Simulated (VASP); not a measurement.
Wanted: the native input for a VASP 6.6.1 run.

```
Task                   : relaxation of cell and atoms
Functional             : PBE
Potentials or basis    : VASP PAW PBE potentials, release 64 (Co, Si)
Cutoff                 : 600 eV
k mesh                 : 12 × 12 × 18
Occupations            : gaussian, width 0.1 eV
Spin                   : no spin polarisation
Dipole correction      : no
Further INCAR settings : ALGO = Normal; EDIFF = 1e-07; IBRION = 2; EDIFFG = -0.01; NSW = 100; ISIF = 3
```

The structure of Co2Si lies in POSCAR:

```
Co2Si
1.0
    3.8658700581      0.0000000000      0.0000000000
   -1.9329350290      3.3479416780      0.0000000000
    0.0000000000      0.0000000000      2.5289274938
Co Si
2 1
Direct
    0.3333333333      0.6666666667      0.5000000000
    0.6666666667      0.3333333333      0.5000000000
    0.0000000000      0.0000000000      0.0000000000
```

One way to write it, as run:

INCAR

```
SYSTEM = Co2Si
PREC     = Accurate       ! precision mode
ENCUT    = 600            ! plane-wave cutoff, eV
EDIFF    = 1E-7           ! SCF threshold, eV
ISMEAR   = 0              ! smearing method
SIGMA    = 0.1            ! smearing width, eV
LREAL    = .FALSE.        ! projectors in reciprocal space
LASPH    = .TRUE.         ! aspherical terms in the spheres
NELM     = 120            ! most SCF steps
ALGO     = Normal         ! electronic algorithm
ISIF     = 3              ! what is computed and relaxed
LWAVE    = .FALSE.        ! write WAVECAR
LCHARG   = .FALSE.        ! write CHGCAR
GGA      = PE             ! functional
IBRION   = 2              ! ionic algorithm
NSW      = 100            ! ionic steps
EDIFFG   = -0.01          ! ionic threshold
GGA_COMPAT= .FALSE.      
NELMIN   = 4
```

KPOINTS

```
regular mesh
0
G
  12 12 18
  0 0 0
```

Potentials or basis: VASP PAW PBE potentials, release 64 (Co, Si).

Launch:

```console
$ cat potpaw_PBE.64/Co/POTCAR potpaw_PBE.64/Si/POTCAR > POTCAR
$ mpirun -np 1 vasp_std > vasp.out
```

It gave:

```yaml
Relaxed_volume: 10.88 Å³/atom
Relaxed_cell: a = 3.868 Å, b = 3.868 Å, c = 2.518 Å, α = 90.00°, β = 90.00°, γ = 120.00°
Space_group_after_relaxing_to_0.05_Å: P6/mmm (No. 191)
Energy_gained_by_relaxing: 0.2 meV/atom
Ionic_steps: 5
Pressure_after_relaxing: 0.0 GPa
Band_gap_on_the_k_mesh: zero (band 11 reaches 12.46 eV, above the bottom of band 12 at 11.45 eV)
```

Run time: 3 min on 1 thread of AMD EPYC 9R45 96-Core Processor (Zen 5), with other jobs on the host, peak memory 0.22 GiB.
